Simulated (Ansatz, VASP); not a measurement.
# Cu in VASP and in Ansatz

```
Cu
1.0
     0.00000    1.78815    1.78815
     1.78815    0.00000    1.78815
     1.78815    1.78815    0.00000
Cu
1
Direct
  0.00000 0.00000 0.00000
```

Alike in both runs: functional r2SCAN; k mesh 38 × 38 × 38; occupations gaussian, width 0.1 eV; no spin polarisation.

Ansatz relaxed the structure, and its values are those at the end. VASP's run is a single point on that final structure, the one shown.

|  | VASP | Ansatz |
| --- | --- | --- |
| version | VASP 6.6.1 | Ansatz 0.2.0 |
| potentials or method | VASP PAW PBE potentials, release 64 (Cu) | scalar-relativistic, plane waves, PAW |
| plane-wave cutoff (eV) | 520 | 500 |
| valence electrons in the cell | 11 | 19 |

|  | VASP | Ansatz | Ansatz less VASP |
| --- | --- | --- | --- |
| gap on the k mesh at the Fermi level (eV) | none | none | - |
| pressure (GPa) | 0.5 | 0.0 | -0.49 |

VASP's potentials were made for PBE, not for r2SCAN. A gap of «none» marks a metal or a gap that the smearing closes. VASP's potentials hold 11 valence electrons a cell and Ansatz's 19, so a difference there can come from the potentials and not from the codes.
